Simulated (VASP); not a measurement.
# Zr (P6_3/mmc) in VASP: further runs

The runs below take Zr through single point, relaxation of cell and atoms, with PBEsol.

Program: VASP 6.6.1. These are calculated values, not measurements. Logs are shortened: lines on timing, memory, paths and dates and some standing lists are left out, and cuts for length are marked.

### 1 The cell of the first run

The structure is hexagonal, space group P6_3/mmc (No. 194). The conventional cell has a = 3.182 Å, b = 3.182 Å, c = 5.130 Å, α = 90.00°, β = 90.00°, γ = 120.00°. Zr (site symmetry -6m2) has 12 Zr at 3.15 to 3.18 Å within 4.2 Å.

### 2 Single point, PBEsol

INCAR reads:

```
SYSTEM = Zr
PREC = Accurate
ENCUT = 520
EDIFF = 1E-7
ISMEAR = -1
SIGMA = 0.1
LREAL = .False.
LASPH = .True.
NELM = 100
ALGO = Normal
ISIF = 2
LWAVE = .False.
LCHARG = .True.
GGA = PS
LELF = .True.
LVHAR = .True.
NBANDS = 19
```

KPOINTS reads:

```
Automatic mesh
0
Gamma
  8 8 5
  0 0 0
```

POSCAR reads:

```
Zr
1.0
    3.1818301556      0.0000000000      0.0000000000
   -1.5909150778      2.7555457452      0.0000000000
    0.0000000000      0.0000000000      5.1299853002
Zr
2
Direct
    0.3333333333      0.6666666667      0.2500000000
    0.6666666667      0.3333333333      0.7500000000
```

Potentials or basis: VASP PAW PBE potentials, release 64 (Zr_sv).

Run with:

```console
$ cat potpaw_PBE.64/Zr_sv/POTCAR > POTCAR
$ mpirun -np 1 vasp_std > vasp.out
```

OUTCAR:

```text
SYSTEM = Zr
   PREC = Accurate
   ENCUT = 520
   EDIFF = 1E-7
   ISMEAR = -1
   LREAL = .False.
   LASPH = .True.
   NELM = 100
   ISIF = 2
   GGA = PS

 ion  position               nearest neighbor table
   1  0.333  0.667  0.250-   2 3.15   2 3.15   2 3.15   2 3.15   2 3.15   2 3.15
   2  0.667  0.333  0.750-   1 3.15   1 3.15   1 3.15   1 3.15   1 3.15   1 3.15

  LATTYP: Found a hexagonal cell.
 ALAT       =     3.1818301556
 C/A-ratio  =     1.6122750271

  Lattice vectors:

 A1 = (   3.1818301556,   0.0000000000,   0.0000000000)
 A2 = (  -1.5909150778,   2.7555457452,   0.0000000000)
 A3 = (   0.0000000000,   0.0000000000,   5.1299853002)

Analysis of symmetry for initial positions (statically):
=====================================================================
 Subroutine PRICEL returns:
 Original cell was already a primitive cell.

 Routine SETGRP: Setting up the symmetry group for a
 hexagonal supercell.

 Subroutine GETGRP returns: Found 24 space group operations
 (whereof 12 operations were pure point group operations)
 out of a pool of 24 trial point group operations.

The static configuration has the point symmetry D_3d.
 The point group associated with its full space group is D_6h.

Analysis of symmetry for dynamics (positions and initial velocities):
=====================================================================
 Subroutine PRICEL returns:
 Original cell was already a primitive cell.

 Routine SETGRP: Setting up the symmetry group for a
 hexagonal supercell.

 Subroutine GETGRP returns: Found 24 space group operations
 (whereof 12 operations were pure point group operations)
 out of a pool of 24 trial point group operations.

The dynamic configuration has the point symmetry D_3d.
 The point group associated with its full space group is D_6h.

 Subroutine INISYM returns: Found 24 space group operations
 (whereof 12 operations are pure point group operations),
 and found     1 'primitive' translations

----------------------------------------------------------------------------------------

                                     Primitive cell

  volume of cell :      44.9781

  direct lattice vectors                    reciprocal lattice vectors
     3.181830156  0.000000000  0.000000000     0.314284532  0.181452259  0.000000000
    -1.590915078  2.755545745  0.000000000     0.000000000  0.362904518  0.000000000
     0.000000000  0.000000000  5.129985300     0.000000000  0.000000000  0.194932332

  length of vectors
     3.181830156  3.181830156  5.129985300     0.362904518  0.362904518  0.194932332

  position of ions in fractional coordinates (direct lattice)
     0.333333333  0.666666667  0.250000000
     0.666666667  0.333333333  0.750000000

  ion indices of the primitive-cell ions
   primitive index   ion index
                 1           1
                 2           2

----------------------------------------------------------------------------------------

 KPOINTS: Automatic mesh

Automatic generation of k-mesh.
 Grid dimensions read from file:
 generate k-points for:    8    8    5

 Generating k-lattice:

  Cartesian coordinates                     Fractional coordinates (reciprocal lattice)
     0.039285566  0.022681532  0.000000000     0.125000000  0.000000000  0.000000000
     0.000000000  0.045363065  0.000000000     0.000000000  0.125000000  0.000000000
     0.000000000  0.000000000  0.038986466     0.000000000  0.000000000  0.200000000

  Length of vectors
     0.045363065  0.045363065  0.038986466

  Shift w.r.t. Gamma in fractional coordinates (k-lattice)
     0.000000000  0.000000000  0.000000000

 Subroutine IBZKPT returns following result:
 ===========================================

 Found     30 irreducible k-points:

 Following reciprocal coordinates:
            Coordinates               Weight
  0.000000  0.000000  0.000000      1.000000
  0.125000  0.000000  0.000000      6.000000
  0.250000  0.000000  0.000000      6.000000
  0.375000 -0.000000  0.000000      6.000000
  0.500000  0.000000  0.000000      3.000000
  0.125000  0.125000  0.000000      6.000000
[... 16 lines left out ...]
  0.250000  0.000000  0.400000     12.000000
  0.375000 -0.000000  0.400000     12.000000
 [... further k-points ...]
   k-points           NKPTS =     30   k-points in BZ     NKDIM =     30   number of bands    NBANDS=     19
   number of dos      NEDOS =    301   number of ions     NIONS =      2
   total plane-waves  NPLWV =  23040
   dimension x,y,z NGX =    24 NGY =   24 NGZ =   40
   dimension x,y,z NGXF=    48 NGYF=   48 NGZF=   80
   ions per type =               2
   NGX,Y,Z   is equivalent  to a cutoff of  12.54, 12.54, 12.96 a.u.
   NGXF,Y,Z  is equivalent  to a cutoff of  25.08, 25.08, 25.93 a.u.
 SYSTEM =  Zr
   PREC   = accura    normal or accurate (medium, high low for compatibility)
   ISTART =      0    job   : 0-new  1-cont  2-samecut
   ICHARG =      2    charge: 1-file 2-atom 10-const
   ISPIN  =      1    spin polarized calculation?
   LNONCOLLINEAR =      F non collinear calculations
   LSORBIT =      F    spin-orbit coupling
   LASPH  =      T    aspherical Exc in radial PAW
   ENCUT  =  520.0 eV  38.22 Ry    6.18 a.u.   5.92  5.92  9.54*2*pi/ulx,y,z
   NELM   =    100;   NELMIN=  2; NELMDL= -5     # of ELM steps
   EDIFF  = 0.1E-06   stopping-criterion for ELM
   LREAL  =      F    real-space projection
   EDIFFG = 0.1E-05   stopping-criterion for IOM
   NSW    =      0    number of steps for IOM
   IBRION =     -1    ionic relax: 0-MD 1-quasi-New 2-CG
   NFREE  =      0    steps in history (QN), initial steepest desc. (CG)
   ISIF   =      2    stress and relaxation
   ISYM   =      2    0-nonsym 1-usesym 2-fastsym
   POTIM  = 0.5000    time-step for ionic-motion
   TEBEG  =    0.0;   TEEND  =   0.0 temperature during run
   PSTRESS=    0.0 pullay stress
   NELECT =      24.0000    total number of electrons
   NUPDOWN=      -1.0000    fix difference up-down
   EMIN   =  10.00;   EMAX   =-10.00  energy-range for DOS
   EFERMI =   0.00;   METHOD = LEGACY
   ISMEAR =    -1;   SIGMA  =   0.10  broadening in eV -4-tet -1-fermi 0-gaus
   EFERMI_NEDOS =   21; number of points for ismear=-14 and -15
   IALGO  =     38    algorithm
   IMIX   =      4    mixing-type and parameters
     AMIX     =   0.40;   BMIX     =  1.00
     AMIX_MAG =   1.60;   BMIX_MAG =  1.00
  volume/ion in A,a.u.               =      22.49       151.76
  Fermi-wavevector in a.u.,A,eV,Ry     =   1.327838  2.509249 23.989153  1.763153
  Thomas-Fermi vector in A             =   2.457120
   LORBIT       =      0    0 simple, 1 ext, 2 COOP (PROOUT), +10 PAW based schemes
   GGA     = PS    functional components
   LHFCALC =     F    Hartree Fock is set to
   AEXX    =    0.0000 exact exchange contribution
   IVDW    =     0    specifies the selected vdW correction
   LEPSILON=     F    determine dielectric tensor
   LRPA    =     F    only Hartree local field effects (RPA)
 non-spin polarized calculation
  energy-cutoff  :      520.00
  volume of cell :       44.98
 maximum number of plane-waves:      1224
 NGX is ok and might be reduce to    24
   NGX = 11   NGY = 11   NGZ = 19

 number of electron      24.0000000 magnetization

 Free energy of the ion-electron system (eV)
  ---------------------------------------------------
  ext. energy  EPLUGINS =         0.00000000
  ---------------------------------------------------
  free energy    TOTEN  =       -18.19357201 eV

  energy without entropy =      -18.12454278  energy(sigma->0) =      -18.15905739

 E-fermi :   9.2263     XC(G=0): -11.3613

 val. band max:        9.1947683935   @ k =   0.1250   0.0000   0.4000
 cond. band min:       9.2521322307   @ k =   0.0000   0.0000   0.4000
 fundamental gap:      0.0573638372
 Fermi energy:         9.2263281607

 k-point     1 :       0.0000    0.0000    0.0000
  band No.  band energies     occupation
      1     -39.4098      2.00000
      2     -39.2376      2.00000
      3     -18.0120      2.00000
      4     -17.0377      2.00000
      5     -17.0377      2.00000
      6     -16.9024      2.00000
[... 11 lines left out ...]
     18      11.5409      0.00000
     19      13.8832      0.00000

 k-point     2 :       0.1250    0.0000    0.0000
  band No.  band energies     occupation
      1     -39.3891      2.00000
      2     -39.2284      2.00000
      3     -17.9591      2.00000
      4     -17.1586      2.00000
      5     -17.0759      2.00000
      6     -17.0127      2.00000
[... 11 lines left out ...]
     18      11.2389      0.00000
     19      14.1403      0.00000

 k-point     3 :       0.2500    0.0000    0.0000
  band No.  band energies     occupation
      1     -39.3369      2.00000
      2     -39.2083      2.00000
      3     -17.8166      2.00000
      4     -17.4489      2.00000
      5     -17.2955      2.00000
      6     -17.1625      2.00000
[... 11 lines left out ...]
     18      12.3561      0.00000
     19      14.5081      0.00000

 k-point     4 :       0.3750   -0.0000    0.0000
  band No.  band energies     occupation
      1     -39.2781      2.00000
      2     -39.1938      2.00000
      3     -17.7349      2.00000
      4     -17.6343      2.00000
      5     -17.5596      2.00000
      6     -17.2441      2.00000
[... 11 lines left out ...]
     18      13.8523      0.00000
     19      14.7018      0.00000

 k-point     5 :       0.5000    0.0000    0.0000
  band No.  band energies     occupation
      1     -39.2488      2.00000
      2     -39.1927      2.00000
      3     -17.8516      2.00000
      4     -17.6648      2.00000
      5     -17.5266      2.00000
      6     -17.2768      2.00000
[... 11 lines left out ...]
     18      14.8514      0.00000
     19      15.7610      0.00000
[... 334 lines left out ...]
      2     -39.2979      2.00000
      3     -17.6469      2.00000
      4     -17.3049      2.00000
      5     -16.9867      2.00000
      6     -16.9867      2.00000
[... 11 lines left out ...]
     18      12.9197      0.00000
     19      13.7051      0.00000

 k-point    22 :       0.1250    0.0000    0.4000
  band No.  band energies     occupation
      1     -39.3343      2.00000
      2     -39.2846      2.00000
      3     -17.6424      2.00000
      4     -17.3489      2.00000
      5     -17.0806      2.00000
      6     -17.0176      2.00000
[... 11 lines left out ...]
     18      12.9055      0.00000
     19      13.6822      0.00000

 k-point    23 :       0.2500    0.0000    0.4000
  band No.  band energies     occupation
      1     -39.2928      2.00000
      2     -39.2531      2.00000
      3     -17.6891      2.00000
      4     -17.5369      2.00000
      5     -17.2367      2.00000
      6     -17.0955      2.00000
[... 11 lines left out ...]
     18      13.0863      0.00000
     19      13.6909      0.00000

 k-point    24 :       0.3750   -0.0000    0.4000
  band No.  band energies     occupation
      1     -39.2491      2.00000
      2     -39.2231      2.00000
      3     -17.8498      2.00000
      4     -17.7736      2.00000
      5     -17.2624      2.00000
      6     -17.1605      2.00000
[... 11 lines left out ...]
     18      13.8519      0.00000
     19      14.1948      0.00000

 [... further k-points ...]

------------------------ aborting loop because EDIFF is reached ----------------------------------------

  FORCE on cell =-STRESS in cart. coord.  units (eV):
  Direction    XX          YY          ZZ          XY          YZ          ZX
  --------------------------------------------------------------------------------------
  -------------------------------------------------------------------------------------
  Total        0.0188518      0.0188518      0.0268592      0.0000000      0.0000000      0.0000000
  in kB        0.6715272      0.6715272      0.9567608      0.0000000      0.0000000      0.0000000
  external PRESSURE =       0.7666050 kB  Pullay stress =       0.0000000 kB

 VOLUME and BASIS-vectors are now :
 -----------------------------------------------------------------------------
  energy-cutoff  :      520.00
  volume of cell :       44.98
      direct lattice vectors                 reciprocal lattice vectors
     3.181830156  0.000000000  0.000000000     0.314284532  0.181452259  0.000000000
    -1.590915078  2.755545745  0.000000000     0.000000000  0.362904518  0.000000000
     0.000000000  0.000000000  5.129985300     0.000000000  0.000000000  0.194932332

 POSITION                                       TOTAL-FORCE (eV/Angst)
 -----------------------------------------------------------------------------------
     -0.00000      1.83703      1.28250        -0.000000     -0.000000      0.000000
      1.59092      0.91852      3.84749         0.000000      0.000000      0.000000
 -----------------------------------------------------------------------------------
    total drift:                               -0.000000      0.000000     -0.000000

  FREE ENERGIE OF THE ION-ELECTRON SYSTEM (eV)
  ---------------------------------------------------
  free  energy   TOTEN  =       -18.1935720057 eV

  energy  without entropy=      -18.1245427827  energy(sigma->0) =      -18.15905739
```

It took 27 s on 1 thread of AMD EPYC 7R43 (Zen 3), shared host; peak memory 0.13 GiB.

Results:

```
Free energy            : -18.1936 eV
Pressure               : 0.1 GPa
Band gap on the k mesh : zero (band 12 reaches 10.14 eV, above the bottom of band 13 at 8.98 eV)
```

Levels at points of the mesh, in eV from the Fermi level:
| k point | band 9 | band 10 | band 11 | band 12 | band 13 | band 14 | band 15 | band 16 |
| --- | --- | --- | --- | --- | --- | --- | --- | --- |
| (0.00, 0.00, 0.00) | -5.71 | -3.11 | 0.91 | 0.91 | 0.95 | 1.25 | 1.61 | 1.61 |
| (0.50, 0.00, 0.00) | -2.67 | -2.54 | -2.24 | -0.06 | 0.62 | 0.78 | 1.49 | 5.22 |

Caveat: the PAW data sets were made with another functional, which shifts forces and pressure a little.

(Continued in part 2 of 2.)
